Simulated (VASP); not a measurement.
Set up this calculation in VASP 6.6.1, as the native input.

```
Task                   : single point
Functional             : PBE
Potentials or basis    : VASP PAW PBE potentials, release 64 (Nb_sv)
Cutoff                 : 520 eV
k mesh                 : 9 × 9 × 9
Occupations            : fermi-dirac, width 0.1 eV
Spin                   : non-collinear spin, zero start, spin-orbit coupling
Starting moments       : [[0.0, 0.0, 0.0], [0.0, 0.0, 0.0]] μB
Dipole correction      : no
Further INCAR settings : ALGO = Normal; EDIFF = 1e-06; NBANDS = 38
```

The structure of Nb lies in POSCAR:

```
Nb
1.0
    0.0000000000      2.9580223088      2.9580223088
    2.9580223088      0.0000000000      2.9580223088
    2.9580223088      2.9580223088      0.0000000000
Nb
2
Direct
    0.1250000000      0.1250000000      0.1250000000
    0.8750000000      0.8750000000      0.8750000000
```

The input as run:

INCAR

```
SYSTEM = Nb
PREC = Accurate
ENCUT = 520
EDIFF = 1E-6
ISMEAR = -1
SIGMA = 0.1
LREAL = .False.
LASPH = .True.
NELM = 150
ALGO = Normal
ISIF = 2
LWAVE = .False.
LCHARG = .False.
MAGMOM = 0 0 0 0 0 0
LORBIT = 11
LSORBIT = .True.
GGA_COMPAT = .False.
LORBMOM = .True.
LMAXMIX = 4
GGA = PE
NBANDS = 38
```

KPOINTS

```
regular mesh
0
Gamma
  9 9 9
  0 0 0
```

Potentials or basis: VASP PAW PBE potentials, release 64 (Nb_sv).

Launch:

```bash
$ cat potpaw_PBE.64/Nb_sv/POTCAR > POTCAR
$ mpirun -np 1 vasp_ncl > vasp.out
```

It gave:

The pressure is 0.0 GPa, the net moment is 0.00 μB per cell and the valence electrons inside the program's atomic spheres are Nb 10.96.

It took 64 s on 1 thread of Intel(R) Xeon(R) 6975P-C (Granite Rapids), on a shared host, peak memory 0.35 GiB.
